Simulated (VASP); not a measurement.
# Re (P6/mmm) in VASP: further runs, part 2 of 2

VASP 6.6.1. Earlier steps stand in the parts before.

## 4. Single point, r2SCAN (14.34 Å³/atom)

This run uses another cell than the first one, of 14.34 Å³/atom.

Input file POSCAR:

```
Re
1.0
    4.2965510948      0.0000000000      0.0000000000
   -2.1482755474      3.7209223967      0.0000000000
    0.0000000000      0.0000000000      2.6900332104
Re
3
Direct
    1.0000000000      1.0000000000      0.0000000000
    0.3333333333      0.6666666667      0.5000000000
    0.6666666667      0.3333333333      0.5000000000
```

Input file INCAR.step1:

```
PREC = Accurate ; ENCUT = 550
ISMEAR = -1 ; SIGMA = 0.1
LREAL = False ; LASPH = True
NELM = 120 ; NBANDS = 30
GGA = PE ; ALGO = Normal
EDIFF = 1E-5 ; LWAVE = True
LCHARG = False ; GGA_COMPAT = False
```

Input file INCAR.step2:

```
PREC = Accurate ; ENCUT = 550
EDIFF = 1E-6 ; ISMEAR = -1
SIGMA = 0.1 ; LREAL = False
LASPH = True ; NELM = 120
ALGO = Normal ; ISIF = 2
LWAVE = False ; LCHARG = False
METAGGA = R2SCAN ; LMIXTAU = True
NBANDS = 30 ; ISTART = 1
GGA_COMPAT = False
```

Input file KPOINTS:

```
regular mesh
0
Gamma
  10 10 13
```

Potentials or basis: VASP PAW PBE potentials, release 64 (Re_sv_GW).

Started as:

```console
$ cat potpaw_PBE.64/Re_sv_GW/POTCAR > POTCAR
$ cp INCAR.step1 INCAR
$ mpirun -np 1 vasp_std > vasp.out
$ cp INCAR.step2 INCAR
$ mpirun -np 1 vasp_std > vasp.out
```

OUTCAR:

```text
PREC = Accurate
   ENCUT = 550
   EDIFF = 1E-6
   ISMEAR = -1
   LREAL = False
   LASPH = True
   NELM = 120
   ISIF = 2
   METAGGA = R2SCAN
   ISTART = 1

 ion  position               nearest neighbor table
   1  0.000  0.000  0.000-   2 2.82   3 2.82   2 2.82   3 2.82   2 2.82   2 2.82   3 2.82   3 2.82
                             3 2.82   3 2.82   2 2.82   2 2.82
   2  0.333  0.667  0.500-   3 2.48   3 2.48   3 2.48   1 2.82   1 2.82   1 2.82   1 2.82   1 2.82
                             1 2.82
   3  0.667  0.333  0.500-   2 2.48   2 2.48   2 2.48   1 2.82   1 2.82   1 2.82   1 2.82   1 2.82
                             1 2.82

  LATTYP: Found a hexagonal cell.
 ALAT       =     4.2965510948
 C/A-ratio  =     0.6260912883

  Lattice vectors:

 A1 = (   4.2965510948,   0.0000000000,   0.0000000000)
 A2 = (  -2.1482755474,   3.7209223967,   0.0000000000)
 A3 = (   0.0000000000,   0.0000000000,   2.6900332104)

Analysis of symmetry for initial positions (statically):
=====================================================================
 Subroutine PRICEL returns:
 Original cell was already a primitive cell.

 Routine SETGRP: Setting up the symmetry group for a
 hexagonal supercell.

 Subroutine GETGRP returns: Found 24 space group operations
 (whereof 24 operations were pure point group operations)
 out of a pool of 24 trial point group operations.

The static configuration has the point symmetry D_6h.

Analysis of symmetry for dynamics (positions and initial velocities):
=====================================================================
 Subroutine PRICEL returns:
 Original cell was already a primitive cell.

 Routine SETGRP: Setting up the symmetry group for a
 hexagonal supercell.

 Subroutine GETGRP returns: Found 24 space group operations
 (whereof 24 operations were pure point group operations)
 out of a pool of 24 trial point group operations.

The dynamic configuration has the point symmetry D_6h.

[... 117 lines left out ...]
   IALGO  =     38    algorithm
   IMIX   =      4    mixing-type and parameters
     AMIX     =   0.40;   BMIX     =  1.00
     AMIX_MAG =   1.60;   BMIX_MAG =  1.00
  volume/ion in A,a.u.               =      14.34        96.74
  Fermi-wavevector in a.u.,A,eV,Ry     =   1.662020  3.140762 37.583518  2.762311
  Thomas-Fermi vector in A             =   2.748983
   LORBIT       =      0    0 simple, 1 ext, 2 COOP (PROOUT), +10 PAW based schemes
   METAGGA = R2SCAN    functional components
   LHFCALC =     F    Hartree Fock is set to
   AEXX    =    0.0000 exact exchange contribution
   IVDW    =     0    specifies the selected vdW correction
   LEPSILON=     F    determine dielectric tensor
   LRPA    =     F    only Hartree local field effects (RPA)
 non-spin polarized calculation
  energy-cutoff  :      550.00
  volume of cell :       43.01
 maximum number of plane-waves:      1282
 NGX is ok and might be reduce to    36
   NGX = 17   NGY = 17   NGZ = 11

 number of electron      45.0000003 magnetization

 Free energy of the ion-electron system (eV)
  ---------------------------------------------------
  ext. energy  EPLUGINS =         0.00000000
  ---------------------------------------------------
  free energy    TOTEN  =      -161.71596881 eV

  energy without entropy =     -161.65152859  energy(sigma->0) =     -161.68374870

 E-fermi :  13.3599     XC(G=0): -15.7442

 val. band max:       13.3597285625   @ k =   0.2000   0.2000   0.3846
 cond. band min:      13.3607660724   @ k =   0.3000   0.3000   0.0000
 fundamental gap:      0.0010375099
 Fermi energy:        13.3598945846

 k-point     1 :       0.0000    0.0000    0.0000
  band No.  band energies     occupation
      1     -68.6049      2.00000
      2     -68.4496      2.00000
      3     -68.3369      2.00000
      4     -30.2681      2.00000
      5     -30.2681      2.00000
      6     -29.8406      2.00000
[... 781 lines left out ...]
     29      17.5657      0.00000
     30      18.5404      0.00000

 [... further k-points ...]

------------------------ aborting loop because EDIFF is reached ----------------------------------------

  FORCE on cell =-STRESS in cart. coord.  units (eV):
  Direction    XX          YY          ZZ          XY          YZ          ZX
  --------------------------------------------------------------------------------------
  -------------------------------------------------------------------------------------
  Total        4.1077584      4.1077584      3.4158633      0.0000000     -0.0000000      0.0000000
  in kB      153.0337558    153.0337558    127.2573351      0.0000000     -0.0000000      0.0000000
  external PRESSURE =     144.4416156 kB  Pullay stress =       0.0000000 kB

 VOLUME and BASIS-vectors are now :
 -----------------------------------------------------------------------------
  energy-cutoff  :      550.00
  volume of cell :       43.01
      direct lattice vectors                 reciprocal lattice vectors
     4.296551095  0.000000000  0.000000000     0.232744817  0.134375283  0.000000000
    -2.148275547  3.720922397  0.000000000     0.000000000  0.268750566  0.000000000
     0.000000000  0.000000000  2.690033210     0.000000000  0.000000000  0.371742622

 POSITION                                       TOTAL-FORCE (eV/Angst)
 -----------------------------------------------------------------------------------
      0.00000      0.00000      0.00000        -0.000000      0.000000     -0.000000
     -0.00000      2.48061      1.34502        -0.000000      0.000000      0.000000
      2.14828      1.24031      1.34502         0.000000     -0.000000     -0.000000
 -----------------------------------------------------------------------------------
    total drift:                                0.000000     -0.000000     -0.000000

  FREE ENERGIE OF THE ION-ELECTRON SYSTEM (eV)
  ---------------------------------------------------
  free  energy   TOTEN  =      -161.7159688146 eV

  energy  without entropy=     -161.6515285881  energy(sigma->0) =     -161.68374870
```

OUTCAR.step1:

```text
PREC = Accurate
   ENCUT = 550
   ISMEAR = -1
   LREAL = False
   LASPH = True
   NELM = 120
[... 1019 lines left out ...]
      0.00000      0.00000      0.00000        -0.000000      0.000000      0.000000
     -0.00000      2.48061      1.34502        -0.000000     -0.000000     -0.000000
      2.14828      1.24031      1.34502         0.000000      0.000000      0.000000
 -----------------------------------------------------------------------------------
    total drift:                                0.000000     -0.000000     -0.000000

  FREE ENERGIE OF THE ION-ELECTRON SYSTEM (eV)
  ---------------------------------------------------
  free  energy   TOTEN  =       -41.4971497038 eV

  energy  without entropy=      -41.4312959499  energy(sigma->0) =      -41.46422283
```

It took 7.2 min on 1 thread of Intel Xeon Platinum 8488C (Sapphire Rapids), shared host; peak memory 0.26 GiB.

What came out:

- Free energy: -161.7160 eV
- Pressure: 14.4 GPa
- Band gap on the k mesh: zero (an odd number of electrons rules out a gap without spin polarisation)

Caveat: the cell stands under pressure; the PAW data sets were made with another functional, which shifts forces and pressure a little; spin-orbit coupling is left out, which moves the levels of the heavy elements.

## 5. Single point, r2SCAN (15.53 Å³/atom)

This run uses another cell than the first one, of 15.53 Å³/atom.

Input file POSCAR:

```
Re
1.0
    4.4127299422      0.0000000000      0.0000000000
   -2.2063649711      3.8215362300      0.0000000000
    0.0000000000      0.0000000000      2.7627717746
Re
3
Direct
    1.0000000000      1.0000000000      0.0000000000
    0.3333333333      0.6666666667      0.5000000000
    0.6666666667      0.3333333333      0.5000000000
```

Input file INCAR.step1:

```
PREC = Accurate
ENCUT = 550
ISMEAR = -1
SIGMA = 0.1
LREAL = False
LASPH = True
NELM = 120
NBANDS = 30
GGA = PE
ALGO = Normal
EDIFF = 1E-5
LWAVE = True
LCHARG = False
GGA_COMPAT = False
```

Input file INCAR.step2:

```
PREC = Accurate
ENCUT = 550
EDIFF = 1E-6
ISMEAR = -1
SIGMA = 0.1
LREAL = False
LASPH = True
NELM = 120
ALGO = Normal
ISIF = 2
LWAVE = False
LCHARG = True
METAGGA = R2SCAN
LMIXTAU = True
LELF = True
LVHAR = True
NBANDS = 30
ISTART = 1
GGA_COMPAT = False
```

KPOINTS is that of step 4.

Started as:

```console
$ cat potpaw_PBE.64/Re_sv_GW/POTCAR > POTCAR
$ cp INCAR.step1 INCAR
$ mpirun -np 1 vasp_std > vasp.out
$ cp INCAR.step2 INCAR
$ mpirun -np 1 vasp_std > vasp.out
```

Run time: 8.7 min. Hardware: 1 thread of AMD EPYC 9R45 (Zen 5), shared host; peak memory 0.23 GiB.

The run converged. Its results:

- Free energy: -161.7208 eV
- Pressure: -15.3 GPa
- Band gap on the k mesh: zero (an odd number of electrons rules out a gap without spin polarisation)

Stress tensor (GPa, compression positive):
```
-15.55   0.00   0.00
  0.00 -15.55   0.00
  0.00   0.00 -14.89
```

Levels at points of the mesh, in eV from the Fermi level:
| k point | band 20 | band 21 | band 22 | band 23 | band 24 | band 25 |
| --- | --- | --- | --- | --- | --- | --- |
| (0.00, 0.00, 0.00) | -1.89 | -0.76 | -0.76 | 0.16 | 0.16 | 0.18 |
| (0.50, 0.00, 0.00) | -1.79 | -1.34 | 0.42 | 0.42 | 0.78 | 2.06 |

Caveat: the cell stands under tension; the PAW data sets were made with another functional, which shifts forces and pressure a little; spin-orbit coupling is left out, which moves the levels of the heavy elements.

## 6. The runs side by side

| cell | k mesh | gap on the mesh (eV) | pressure (GPa) |
| --- | --- | --- | --- |
| a = 4.523, b = 4.523, c = 2.832 Å, angles 90.0, 90.0, 120.0°, 3 atoms | 10 × 10 × 13 | none | -34.6 |
| a = 4.355, b = 4.355, c = 2.727 Å, angles 90.0, 90.0, 120.0°, 3 atoms | 8 × 8 × 12 | none | -2.1 |
| a = 4.297, b = 4.297, c = 2.690 Å, angles 90.0, 90.0, 120.0°, 3 atoms | 10 × 10 × 13 | none | 14.4 |
| a = 4.413, b = 4.413, c = 2.763 Å, angles 90.0, 90.0, 120.0°, 3 atoms | 10 × 10 × 13 | none | -15.3 |

Alike in all rows: task single point; level r2SCAN; potentials or basis VASP PAW PBE potentials, release 64 (Re_sv_GW); no spin polarisation; cutoff (eV) 550; smearing fermi-dirac 0.1 eV.

Caveats: the PAW data sets were made with another functional, which shifts forces and pressure a little; spin-orbit coupling is left out, which moves the levels of the heavy elements; the cell stands under tension (at least some runs); the cell stands under pressure (at least some runs).

Total energies depend on the potentials used, so only differences within one code and one set of settings carry meaning.
